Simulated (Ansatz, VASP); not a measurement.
**Two plane-wave programs on La3Si2Br**

INCAR

```
SYSTEM = La3Si2Br
PREC     = Accurate       ! precision mode
ENCUT    = 600            ! plane-wave cutoff, eV
EDIFF    = 1E-6           ! SCF threshold, eV
ISMEAR   = 0              ! smearing method
SIGMA    = 0.1            ! smearing width, eV
LREAL    = .False.        ! projectors in reciprocal space
LASPH    = .True.         ! aspherical terms in the spheres
NELM     = 100            ! most SCF steps
ALGO     = Normal         ! electronic algorithm
ISIF     = 3              ! what is computed and relaxed
LWAVE    = .False.        ! write WAVECAR
LCHARG   = .False.        ! write CHGCAR
GGA      = PE             ! functional
IBRION   = 2              ! ionic algorithm
NSW      = 100            ! ionic steps
EDIFFG   = -0.01          ! ionic threshold
```

File KPOINTS:

```
Automatic mesh
0
Gamma
  6 6 10
  0 0 0
```

File POSCAR:

```
La3Si2Br
1.0
    7.9294064288      0.0000000000      0.0000000000
   -3.9647032144      6.8670674042      0.0000000000
    0.0000000000      0.0000000000      3.9773014533
La Si Br
3 2 1
Direct
    0.5000000000      0.5000000000      0.5000000000
    0.5000000000      0.0000000000      0.5000000000
    0.0000000000      0.5000000000      0.5000000000
    0.6666666667      0.3333333333      0.0000000000
    0.3333333333      0.6666666667      0.0000000000
    0.0000000000      0.0000000000      0.0000000000
```

Input for Ansatz:

```yaml
crystal:
  lattice:
    - [7.9294064288, 0.0, 0.0]
    - [-3.9647032144, 6.8670674042, 0.0]
    - [0.0, 0.0, 3.9773014533]
  atoms:
    - { symbol: La, position: [0.5, 0.5, 0.5] }
    - { symbol: La, position: [0.5, 0.0, 0.5] }
    - { symbol: La, position: [0.0, 0.5, 0.5] }
    - { symbol: Si, position: [0.6666666667, 0.3333333333, 0.0] }
    - { symbol: Si, position: [0.3333333333, 0.6666666667, 0.0] }
    - { symbol: Br, position: [0.0, 0.0, 0.0] }
basis:
  ecutwfc: 420
kpoints:
  mp_grid: { grid: [6, 6, 10] }
hamiltonian:
  xc: pbe
scf:
  occupations: { method: gaussian, width: 0.1 }
output:
  forces: true
  stress: true
  eigenvalues: true
relax:
  adjacent_minimum: "off"
  f_tol: 0.01
  max_steps: 80
  cell: { stress_tol: 0.05 }
```

Change from the starting cell: species swapped into the YSi2Ru3 type (P6/mmm, No. 191).

Alike in both runs: task relaxation of cell and atoms; functional PBE; k mesh 6 × 6 × 10; occupations gaussian, width 0.1 eV; no spin polarisation.

|  | VASP | Ansatz |
| --- | --- | --- |
| version | VASP 6.6.1 | Ansatz 0.2.0 |
| potentials or method | VASP PAW PBE potentials, release 64 (La, Si, Br), cutoff 600 eV | scalar-relativistic, plane waves, PAW |
| valence electrons in the cell | 48 | 48 |

Ansatz gave:

```
gap on the k mesh at the Fermi level, each at its own relaxed structure (eV) : none
relaxed volume (Å³/atom)                                                     : 36.23
relaxed cell length with the largest relative difference (Å)                 : 3.972
```

Q: What did VASP give for the same quantities?

A: gap on the k mesh at the Fermi level, each at its own relaxed structure (eV): none; relaxed volume (Å³/atom): 36.21; relaxed cell length with the largest relative difference (Å): 3.970.

A gap of «none» marks a metal or a gap that the smearing closes.

Neither program's run includes spin-orbit coupling.
